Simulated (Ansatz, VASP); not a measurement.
## NaH: VASP beside Ansatz

POSCAR

```
NaH
1.0
    0.0000000000      2.3975122873      2.3975122873
    2.3975122873      0.0000000000      2.3975122873
    2.3975122873      2.3975122873      0.0000000000
Na H
1 1
Direct
    0.0000000000      0.0000000000      0.0000000000
    0.5000000000      0.5000000000      0.5000000000
```

The input INCAR.step1:

```
  PREC = Accurate
  ENCUT = 550
  ISMEAR = 0
  SIGMA = 0.01
  LREAL = F
  LASPH = T
  NELM = 120
  NBANDS = 11
  GGA = PE
  ALGO = Normal
  EDIFF = 1E-5
  LWAVE = T
  LCHARG = F
  GGA_COMPAT = F
```

The input INCAR.step2:

```
  PREC = Accurate
  ENCUT = 550
  EDIFF = 1E-6
  ISMEAR = 0
  SIGMA = 0.01
  LREAL = F
  LASPH = T
  NELM = 120
  ALGO = Normal
  ISIF = 2
  LWAVE = F
  LCHARG = F
  METAGGA = R2SCAN
  LMIXTAU = T
  NBANDS = 11
  ISTART = 1
  GGA_COMPAT = F
```

The input KPOINTS:

```
Automatic mesh
0
Gamma
  8 8 8
```

Input for Ansatz:

```yaml
crystal:
  lattice:
    - [0.0, 2.3975122873, 2.3975122873]
    - [2.3975122873, 0.0, 2.3975122873]
    - [2.3975122873, 2.3975122873, 0.0]
  atoms:
    - { symbol: Na, position: [0.0, 0.0, 0.0] }
    - { symbol: H, position: [0.5, 0.5, 0.5] }
kpoints:
  mp_grid: { grid: [8, 8, 8] }
hamiltonian:
  xc: r2scan
scf:
  occupations: { method: fixed }
output:
  optics:
    e_range: [0, 18]
    de: 0.05
    sigma: 0.1
    bands: { spectra_wanted_up_to: 18 }
```

Alike in both runs: task single point; functional r2SCAN; k mesh 8 × 8 × 8; no spin polarisation.

```csv
,VASP,Ansatz
version,VASP 6.6.1,Ansatz 0.2.0
potentials or method,"VASP PAW PBE potentials, release 64 (Na_pv, H)","plane waves, PAW"
plane-wave cutoff (eV),550,500
occupations,"gaussian, width 0.01 eV",fixed
valence electrons in the cell,8,10
```

Ansatz gave:

- gap on the k mesh at the Fermi level (eV): 4.40

Task: What did VASP give for the same quantities?

Result: gap on the k mesh at the Fermi level (eV): 4.41.

VASP's potentials were made for PBE, not for r2SCAN. VASP's potentials hold 8 valence electrons a cell and Ansatz's 10, so a difference there can come from the potentials and not from the codes.
